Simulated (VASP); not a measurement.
Here is a VASP 6.6.1 calculation.

Contents of POSCAR:

```
Ti
1.0
    2.9500000000      0.0000000000      0.0000000000
   -1.4750000000      2.5547749412      0.0000000000
    0.0000000000      0.0000000000      4.6800000000
Ti
2
Direct
    0.6666666667      0.3333333333      0.7500000000
    0.3333333333      0.6666666667      0.2500000000
```

File INCAR.step1:

```
PREC     = Accurate       # precision mode
ENCUT    = 520            # plane-wave cutoff, eV
EDIFF    = 1E-5           # SCF threshold, eV
ISMEAR   = -1             # smearing method
SIGMA    = 0.05           # smearing width, eV
LREAL    = F              # projectors in reciprocal space
LASPH    = T              # aspherical terms in the spheres
NELM     = 100            # most SCF steps
ALGO     = Normal         # electronic algorithm
ISIF     = 2              # what is computed and relaxed
LWAVE    = T              # write WAVECAR
LCHARG   = F              # write CHGCAR
GGA      = PE             # functional
NBANDS   = 19             # bands
```

File INCAR.step2:

```
PREC     = Accurate       # precision mode
ENCUT    = 520            # plane-wave cutoff, eV
EDIFF    = 1E-6           # SCF threshold, eV
ISMEAR   = -1             # smearing method
SIGMA    = 0.05           # smearing width, eV
LREAL    = F              # projectors in reciprocal space
LASPH    = T              # aspherical terms in the spheres
NELM     = 100            # most SCF steps
ALGO     = Normal         # electronic algorithm
ISIF     = 2              # what is computed and relaxed
LWAVE    = F              # write WAVECAR
LCHARG   = F              # write CHGCAR
GGA      = PE             # functional
LHFCALC  = T              # exact exchange
HFSCREEN = 0.2079         # screening, 1/A
PRECFOCK = Normal       
ISTART   = 1            
NBANDS   = 19             # bands
```

KPOINTS

```
Automatic mesh
0
Gamma
  5 5 3
```

Potentials or basis: VASP PAW PBE potentials, release 64 (Ti_sv).

Command:

```sh
$ cat potpaw_PBE.64/Ti_sv/POTCAR > POTCAR
$ cp INCAR.step1 INCAR
$ mpirun -np 1 vasp_std > vasp.out
$ cp INCAR.step2 INCAR
$ mpirun -np 1 vasp_std > vasp.out
```

Question: Predict the pressure.

Answer: -4.2 GPa.

Question: Predict the band gap on the k mesh.

Answer: Zero (bands 12 and 13 overlap by 1.04 eV).

Stress tensor (GPa, compression positive):
```
-2.74  0.00  0.00
 0.00 -2.74  0.00
 0.00  0.00 -7.01
```

Caveat: the k points lie up to 0.49 Å⁻¹ apart, too coarse for converged energies and pressures of a metal; the PAW data sets were made with another functional, which shifts forces and pressure a little.
